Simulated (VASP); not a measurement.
A run of VASP 6.6.1:

The input INCAR:

```
PREC     = Accurate       # precision mode
ENCUT    = 520            # plane-wave cutoff, eV
EDIFF    = 1E-6           # SCF threshold, eV
ISMEAR   = 0              # smearing method
SIGMA    = 0.05           # smearing width, eV
LREAL    = False          # projectors in reciprocal space
LASPH    = True           # aspherical terms in the spheres
NELM     = 100            # most SCF steps
ALGO     = Normal         # electronic algorithm
ISIF     = 2              # what is computed and relaxed
LWAVE    = False          # write WAVECAR
LCHARG   = False          # write CHGCAR
GGA      = PE             # functional
NBANDS   = 15             # bands
```

The input KPOINTS:

```
regular mesh
0
Gamma
  10 10 10
```

The input POSCAR:

```
BaS
1.0
    0.0000000000      3.1541626233      3.1541626233
    3.1541626233      0.0000000000      3.1541626233
    3.1541626233      3.1541626233      0.0000000000
Ba S
1 1
Direct
    0.5000000000      0.5000000000      0.5000000000
    0.0000000000      0.0000000000      0.0000000000
```

Potentials or basis: VASP PAW PBE potentials, release 64 (Ba_sv, S).

The run is started by

```console
$ cat potpaw_PBE.64/Ba_sv/POTCAR potpaw_PBE.64/S/POTCAR > POTCAR
$ mpirun -np 1 vasp_std > vasp.out
```

Hardware: 1 thread of AMD EPYC 7R43 64-Core Processor (Zen 3), with other jobs on the host.

Q: Estimate the wall time of this run.

A: It took 51 s on 1 thread of AMD EPYC 7R43 64-Core Processor (Zen 3) (shared host), peak memory 0.19 GiB. Counts: scf iterations 13, k points 47.
